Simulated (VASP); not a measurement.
# Ti (P6_3/mmc) in VASP: a series of runs

Aim: see how the results for Ti move with the level of theory and the settings. Levels: PBEsol, r2SCAN. Tasks: single point.

Everything below comes from runs of VASP 6.6.1. Logs are shortened: lines on timing, memory, paths and dates and some standing lists are left out, and cuts for length are marked.

### Step 1. The cell of the first run

It takes space group P6_3/mmc (No. 194, hexagonal). The conventional cell has a = 2.901 Å, b = 2.901 Å, c = 4.593 Å, α = 90.00°, β = 90.00°, γ = 120.00°. Within 3.7 Å of Ti (site symmetry -6m2) lie 12 Ti at 2.84 to 2.90 Å.

### Step 2. Single point, PBEsol

File INCAR:

```
PREC     = Accurate       # precision mode
ENCUT    = 520            # plane-wave cutoff, eV
EDIFF    = 1E-6           # SCF threshold, eV
ISMEAR   = -1             # smearing method
SIGMA    = 0.05           # smearing width, eV
LREAL    = F              # projectors in reciprocal space
LASPH    = T              # aspherical terms in the spheres
NELM     = 80             # most SCF steps
ALGO     = Normal         # electronic algorithm
ISIF     = 2              # what is computed and relaxed
LWAVE    = F              # write WAVECAR
LCHARG   = F              # write CHGCAR
GGA      = PS             # functional
NBANDS   = 19             # bands
```

File KPOINTS:

```
Automatic mesh
0
Gamma
  10 10 6
```

File POSCAR:

```
Ti
1.0
    2.9012000000      0.0000000000      0.0000000000
   -1.4506000000      2.5125130000      0.0000000000
    0.0000000000      0.0000000000      4.5927410000
Ti
2
Direct
    0.3333330000      0.6666670000      0.2500000000
    0.6666670000      0.3333330000      0.7500000000
```

Potentials or basis: VASP PAW PBE potentials, release 64 (Ti_sv).

On the command line:

```bash
$ cat potpaw_PBE.64/Ti_sv/POTCAR > POTCAR
$ mpirun -np 1 vasp_std > vasp.out
```

OUTCAR:

```text
PREC = Accurate
   ENCUT = 520
   EDIFF = 1E-6
   ISMEAR = -1
   LREAL = F
   LASPH = T
   NELM = 80
   ISIF = 2
   GGA = PS

 ion  position               nearest neighbor table
   1  0.333  0.667  0.250-   2 2.84   2 2.84   2 2.84   2 2.84   2 2.84   2 2.84
   2  0.667  0.333  0.750-   1 2.84   1 2.84   1 2.84   1 2.84   1 2.84   1 2.84

  LATTYP: Found a hexagonal cell.
 ALAT       =     2.9012000000
 C/A-ratio  =     1.5830487385

  Lattice vectors:

 A1 = (   2.9012000000,   0.0000000000,   0.0000000000)
 A2 = (  -1.4506000000,   2.5125130000,   0.0000000000)
 A3 = (   0.0000000000,   0.0000000000,   4.5927410000)

Analysis of symmetry for initial positions (statically):
=====================================================================
 Subroutine PRICEL returns:
 Original cell was already a primitive cell.

 Routine SETGRP: Setting up the symmetry group for a
 hexagonal supercell.

 Subroutine GETGRP returns: Found 24 space group operations
 (whereof 12 operations were pure point group operations)
 out of a pool of 24 trial point group operations.

The static configuration has the point symmetry D_3d.
 The point group associated with its full space group is D_6h.

Analysis of symmetry for dynamics (positions and initial velocities):
=====================================================================
 Subroutine PRICEL returns:
 Original cell was already a primitive cell.

 Routine SETGRP: Setting up the symmetry group for a
 hexagonal supercell.

 Subroutine GETGRP returns: Found 24 space group operations
 (whereof 12 operations were pure point group operations)
 out of a pool of 24 trial point group operations.

The dynamic configuration has the point symmetry D_3d.
 The point group associated with its full space group is D_6h.

 Subroutine INISYM returns: Found 24 space group operations
 (whereof 12 operations are pure point group operations),
 and found     1 'primitive' translations

----------------------------------------------------------------------------------------

                                     Primitive cell

  volume of cell :      33.4779

  direct lattice vectors                    reciprocal lattice vectors
     2.901200000  0.000000000  0.000000000     0.344684958  0.199003945  0.000000000
    -1.450600000  2.512513000  0.000000000     0.000000000  0.398007891  0.000000000
     0.000000000  0.000000000  4.592741000     0.000000000  0.000000000  0.217734899

  length of vectors
     2.901200000  2.901200085  4.592741000     0.398007903  0.398007891  0.217734899

  position of ions in fractional coordinates (direct lattice)
     0.333333000  0.666667000  0.250000000
     0.666667000  0.333333000  0.750000000

  ion indices of the primitive-cell ions
   primitive index   ion index
                 1           1
                 2           2

----------------------------------------------------------------------------------------

 KPOINTS: Automatic mesh

Automatic generation of k-mesh.
 Grid dimensions read from file:
 generate k-points for:   10   10    6

 Generating k-lattice:

  Cartesian coordinates                     Fractional coordinates (reciprocal lattice)
     0.034468496  0.019900395  0.000000000     0.100000000  0.000000000  0.000000000
     0.000000000  0.039800789  0.000000000     0.000000000  0.100000000  0.000000000
     0.000000000  0.000000000  0.036289150     0.000000000  0.000000000  0.166666667

  Length of vectors
     0.039800790  0.039800789  0.036289150

  Shift w.r.t. Gamma in fractional coordinates (k-lattice)
     0.000000000  0.000000000  0.000000000

 Subroutine IBZKPT returns following result:
 ===========================================

 Found     56 irreducible k-points:

 Following reciprocal coordinates:
            Coordinates               Weight
  0.000000  0.000000  0.000000      1.000000
  0.100000  0.000000  0.000000      6.000000
  0.200000  0.000000  0.000000      6.000000
  0.300000  0.000000  0.000000      6.000000
  0.400000  0.000000  0.000000      6.000000
  0.500000  0.000000  0.000000      3.000000
[... 16 lines left out ...]
  0.300000  0.100000  0.166667     24.000000
  0.400000  0.100000  0.166667     24.000000
 [... further k-points ...]
   k-points           NKPTS =     56   k-points in BZ     NKDIM =     56   number of bands    NBANDS=     19
   number of dos      NEDOS =    301   number of ions     NIONS =      2
   total plane-waves  NPLWV =  20736
   dimension x,y,z NGX =    24 NGY =   24 NGZ =   36
   dimension x,y,z NGXF=    48 NGYF=   48 NGZF=   72
   ions per type =               2
   NGX,Y,Z   is equivalent  to a cutoff of  13.75, 13.75, 13.03 a.u.
   NGXF,Y,Z  is equivalent  to a cutoff of  27.51, 27.51, 26.06 a.u.
 SYSTEM =  unknown system
   PREC   = accura    normal or accurate (medium, high low for compatibility)
   ISTART =      0    job   : 0-new  1-cont  2-samecut
   ICHARG =      2    charge: 1-file 2-atom 10-const
   ISPIN  =      1    spin polarized calculation?
   LNONCOLLINEAR =      F non collinear calculations
   LSORBIT =      F    spin-orbit coupling
   LASPH  =      T    aspherical Exc in radial PAW
   ENCUT  =  520.0 eV  38.22 Ry    6.18 a.u.   5.39  5.39  8.54*2*pi/ulx,y,z
   NELM   =     80;   NELMIN=  2; NELMDL= -5     # of ELM steps
   EDIFF  = 0.1E-05   stopping-criterion for ELM
   LREAL  =      F    real-space projection
   EDIFFG = 0.1E-04   stopping-criterion for IOM
   NSW    =      0    number of steps for IOM
   IBRION =     -1    ionic relax: 0-MD 1-quasi-New 2-CG
   NFREE  =      0    steps in history (QN), initial steepest desc. (CG)
   ISIF   =      2    stress and relaxation
   ISYM   =      2    0-nonsym 1-usesym 2-fastsym
   POTIM  = 0.5000    time-step for ionic-motion
   TEBEG  =    0.0;   TEEND  =   0.0 temperature during run
   PSTRESS=    0.0 pullay stress
   NELECT =      24.0000    total number of electrons
   NUPDOWN=      -1.0000    fix difference up-down
   EMIN   =  10.00;   EMAX   =-10.00  energy-range for DOS
   EFERMI =   0.00;   METHOD = LEGACY
   ISMEAR =    -1;   SIGMA  =   0.05  broadening in eV -4-tet -1-fermi 0-gaus
   EFERMI_NEDOS =   21; number of points for ismear=-14 and -15
   IALGO  =     38    algorithm
   IMIX   =      4    mixing-type and parameters
     AMIX     =   0.40;   BMIX     =  1.00
     AMIX_MAG =   1.60;   BMIX_MAG =  1.00
  volume/ion in A,a.u.               =      16.74       112.96
  Fermi-wavevector in a.u.,A,eV,Ry     =   1.465185  2.768799 29.208557  2.146768
  Thomas-Fermi vector in A             =   2.581072
   LORBIT       =      0    0 simple, 1 ext, 2 COOP (PROOUT), +10 PAW based schemes
   GGA     = PS    functional components
   LHFCALC =     F    Hartree Fock is set to
   AEXX    =    0.0000 exact exchange contribution
   IVDW    =     0    specifies the selected vdW correction
   LEPSILON=     F    determine dielectric tensor
   LRPA    =     F    only Hartree local field effects (RPA)
 non-spin polarized calculation
  energy-cutoff  :      520.00
  volume of cell :       33.48
 maximum number of plane-waves:       929
 NGX is ok and might be reduce to    24
   NGX = 11   NGY = 11   NGZ = 17

 number of electron      23.9999999 magnetization

 Free energy of the ion-electron system (eV)
  ---------------------------------------------------
  ext. energy  EPLUGINS =         0.00000000
  ---------------------------------------------------
  free energy    TOTEN  =       -16.68512484 eV

  energy without entropy =      -16.66570493  energy(sigma->0) =      -16.67541489

 E-fermi :   8.5944     XC(G=0): -11.8128

 val. band max:        8.5796890355   @ k =   0.3000   0.2000   0.5000
 cond. band min:       8.6147803361   @ k =   0.1000   0.0000   0.1667
 fundamental gap:      0.0350913006
 Fermi energy:         8.5943784399

 k-point     1 :       0.0000    0.0000    0.0000
  band No.  band energies     occupation
      1     -47.9628      2.00000
      2     -47.8004      2.00000
      3     -24.7019      2.00000
      4     -23.9696      2.00000
      5     -23.9696      2.00000
      6     -23.8915      2.00000
[... 11 lines left out ...]
     18      10.2842      0.00000
     19      11.9068      0.00000

 k-point     2 :       0.1000    0.0000    0.0000
  band No.  band energies     occupation
      1     -47.9513      2.00000
      2     -47.7959      2.00000
      3     -24.6769      2.00000
      4     -24.0205      2.00000
      5     -23.9865      2.00000
      6     -23.9079      2.00000
[... 11 lines left out ...]
     18      10.1250      0.00000
     19      11.9914      0.00000

 k-point     3 :       0.2000    0.0000    0.0000
  band No.  band energies     occupation
      1     -47.9202      2.00000
      2     -47.7850      2.00000
      3     -24.6072      2.00000
      4     -24.1549      2.00000
      5     -24.0421      2.00000
      6     -24.0289      2.00000
[... 11 lines left out ...]
     18      10.6224      0.00000
     19      12.1481      0.00000

 k-point     4 :       0.3000    0.0000    0.0000
  band No.  band energies     occupation
      1     -47.8789      2.00000
      2     -47.7741      2.00000
      3     -24.5075      2.00000
      4     -24.3230      2.00000
      5     -24.2003      2.00000
      6     -24.0787      2.00000
[... 11 lines left out ...]
     18      11.3313      0.00000
     19      12.2710      0.00000

 k-point     5 :       0.4000    0.0000    0.0000
  band No.  band energies     occupation
      1     -47.8408      2.00000
      2     -47.7697      2.00000
      3     -24.4594      2.00000
      4     -24.4042      2.00000
      5     -24.3232      2.00000
      6     -24.1176      2.00000
[... 11 lines left out ...]
     18      12.1257      0.00000
     19      12.3375      0.00000
[... 334 lines left out ...]
      2     -47.7978      2.00000
      3     -24.5913      2.00000
      4     -24.0854      2.00000
      5     -24.0715      2.00000
      6     -24.0020      2.00000
[... 11 lines left out ...]
     18      10.6362      0.00000
     19      12.0467      0.00000

 k-point    22 :       0.2000    0.1000    0.1667
  band No.  band energies     occupation
      1     -47.8859      2.00000
      2     -47.7852      2.00000
      3     -24.5307      2.00000
      4     -24.2260      2.00000
      5     -24.1841      2.00000
      6     -24.0575      2.00000
[... 11 lines left out ...]
     18      11.1909      0.00000
     19      12.1291      0.00000

 k-point    23 :       0.3000    0.1000    0.1667
  band No.  band energies     occupation
      1     -47.8479      2.00000
      2     -47.7758      2.00000
      3     -24.4964      2.00000
      4     -24.3507      2.00000
      5     -24.2700      2.00000
      6     -24.1132      2.00000
[... 11 lines left out ...]
     18      11.7894      0.00000
     19      12.3533      0.00000

 k-point    24 :       0.4000    0.1000    0.1667
  band No.  band energies     occupation
      1     -47.8201      2.00000
      2     -47.7741      2.00000
      3     -24.5325      2.00000
      4     -24.4023      2.00000
      5     -24.2782      2.00000
      6     -24.1383      2.00000
[... 11 lines left out ...]
     18      12.2037      0.00000
     19      12.9662      0.00000

 [... further k-points ...]
[... 5 lines left out ...]
  --------------------------------------------------------------------------------------
  -------------------------------------------------------------------------------------
  Total       -0.0473034     -0.0473034     -0.1282098      0.0000000      0.0000000      0.0000000
  in kB       -2.2638379     -2.2638380     -6.1358373      0.0000000      0.0000000      0.0000000
  external PRESSURE =      -3.5545044 kB  Pullay stress =       0.0000000 kB

 VOLUME and BASIS-vectors are now :
 -----------------------------------------------------------------------------
  energy-cutoff  :      520.00
  volume of cell :       33.48
      direct lattice vectors                 reciprocal lattice vectors
     2.901200000  0.000000000  0.000000000     0.344684958  0.199003945  0.000000000
    -1.450600000  2.512513000  0.000000000     0.000000000  0.398007891  0.000000000
     0.000000000  0.000000000  4.592741000     0.000000000  0.000000000  0.217734899

 POSITION                                       TOTAL-FORCE (eV/Angst)
 -----------------------------------------------------------------------------------
     -0.00000      1.67501      1.14819        -0.000000      0.000000      0.000000
      1.45060      0.83750      3.44456         0.000000     -0.000000      0.000000
 -----------------------------------------------------------------------------------
    total drift:                               -0.000913      0.000527     -0.000021

  FREE ENERGIE OF THE ION-ELECTRON SYSTEM (eV)
  ---------------------------------------------------
  free  energy   TOTEN  =       -16.6851248430 eV

  energy  without entropy=      -16.6657049342  energy(sigma->0) =      -16.67541489
```

It took 30 s on 1 thread of AMD EPYC 7R43 (Zen 3), shared host; peak memory 0.13 GiB.

What came out:

| Quantity | Value |
| --- | --- |
| Free energy | -16.6851 eV |
| Pressure | -0.4 GPa |
| Band gap on the k mesh | zero (band 12 reaches 9.40 eV, above the bottom of band 13 at 8.40 eV) |

Caveat: the PAW data sets were made with another functional, which shifts forces and pressure a little.

### Step 3. Single point, r2SCAN

POSCAR is that of step 2.

File INCAR.step1:

```
SYSTEM = Ti
PREC = Accurate
ENCUT = 520
ISMEAR = -1
SIGMA = 0.05
LREAL = .False.
LASPH = .True.
NELM = 80
NBANDS = 19
GGA = PE
ALGO = Normal
EDIFF = 1E-4
LWAVE = .True.
LCHARG = .False.
```

File INCAR.step2:

```
SYSTEM = Ti
PREC = Accurate
ENCUT = 520
EDIFF = 1E-6
ISMEAR = -1
SIGMA = 0.05
LREAL = .False.
LASPH = .True.
NELM = 80
ALGO = Normal
ISIF = 2
LWAVE = .False.
LCHARG = .True.
METAGGA = R2SCAN
LMIXTAU = .True.
LELF = .True.
LVHAR = .True.
NBANDS = 19
ISTART = 1
```

File KPOINTS:

```
Automatic mesh
0
Gamma
  10 10 6
  0 0 0
```

Potentials or basis: VASP PAW PBE potentials, release 64 (Ti_sv).

On the command line:

```bash
$ cat potpaw_PBE.64/Ti_sv/POTCAR > POTCAR
$ cp INCAR.step1 INCAR
$ mpirun -np 1 vasp_std > vasp.out
$ cp INCAR.step2 INCAR
$ mpirun -np 1 vasp_std > vasp.out
```

Wall time 3 min (1 thread of AMD EPYC 7R43 (Zen 3), shared host); peak memory 0.14 GiB.

Results (log left out):

```yaml
Free_energy: -25.8888 eV
Pressure: 4.6 GPa
Band_gap_on_the_k_mesh: zero (band 12 reaches 9.68 eV, above the bottom of band 13 at 8.46 eV)
```

Stress tensor (GPa, compression positive):
```
4.75 0.00 0.00
0.00 4.75 0.00
0.00 0.00 4.37
```

Levels at points of the mesh, in eV from the Fermi level:
```
           k point  band 9  band 10  band 11  band 12  band 13  band 14  band 15  band 16
(0.00, 0.00, 0.00)   -6.68    -2.94     0.69     0.90     0.90     1.02     1.46     1.46
(0.50, 0.00, 0.00)   -2.55    -2.38    -2.02    -0.78     0.64     0.75     1.34     3.72
(0.00, 0.00, 0.50)   -4.69    -4.69     0.08     0.08     0.81     0.81     0.81     0.81
(0.50, 0.00, 0.50)   -2.77    -2.77    -0.90    -0.90     1.37     1.37     2.00     2.00
```

Caveat: the PAW data sets were made with another functional, which shifts forces and pressure a little.
